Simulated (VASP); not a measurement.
Set up this calculation in VASP 6.6.1, as the native input.

- Task: single point
- Functional: PBE
- Potentials or basis: VASP PAW PBE potentials, release 64 (Zn, Cd, S)
- Cutoff: 520 eV
- k mesh: 12 × 12 × 2
- Occupations: gaussian, width 0.02 eV
- Spin: no spin polarisation
- Dipole correction: no
- Further INCAR settings: ALGO = Normal; EDIFF = 1e-07; NBANDS = 66

The structure of ZnCd2S3 lies in POSCAR:

```
ZnCd2S3
1.0
    4.0679743128      0.0000000000      0.0000000000
   -2.0339871564      3.5229690968      0.0000000000
    0.0000000000      0.0000000000     20.1030627574
Zn Cd S
2 4 6
Direct
    0.6666666667      0.3333333333      0.3332466664
    0.3333333333      0.6666666667      0.8332466664
    0.0000000000      0.0000000000      0.9971172338
    0.0000000000      0.0000000000      0.4971172338
    0.3333333333      0.6666666667      0.1716345902
    0.6666666667      0.3333333333      0.6716345902
    0.0000000000      0.0000000000      0.1239717346
    0.0000000000      0.0000000000      0.6239717346
    0.3333333333      0.6666666667      0.2989792928
    0.6666666667      0.3333333333      0.7989792928
    0.6666666667      0.3333333333      0.4500504821
    0.3333333333      0.6666666667      0.9500504821
```

These files were run (other wordings do the same):

INCAR

```
ALGO = Normal
EDIFF = 1E-7
ENCUT = 520
GGA = PE
ISIF = 2
ISMEAR = 0
LASPH = T
LCHARG = T
LELF = T
LREAL = F
LVHAR = T
LWAVE = F
NBANDS = 66
NELM = 60
PREC = Accurate
SIGMA = 0.02
```

KPOINTS

```
k-points
0
Gamma
  12 12 2
```

Potentials or basis: VASP PAW PBE potentials, release 64 (Zn, Cd, S).

Run with:

```sh
$ cat potpaw_PBE.64/Zn/POTCAR potpaw_PBE.64/Cd/POTCAR potpaw_PBE.64/S/POTCAR > POTCAR
$ mpirun -np 1 vasp_std > vasp.out
```

Results of the run:

* Pressure: 0.3 GPa
* Largest force: 0.022 eV/Å
* Band gap on the k mesh: 1.18 eV

Run time: 11 min on 1 thread of Intel(R) Xeon(R) Platinum 8488C (Sapphire Rapids), on a shared host, peak memory 0.71 GiB.
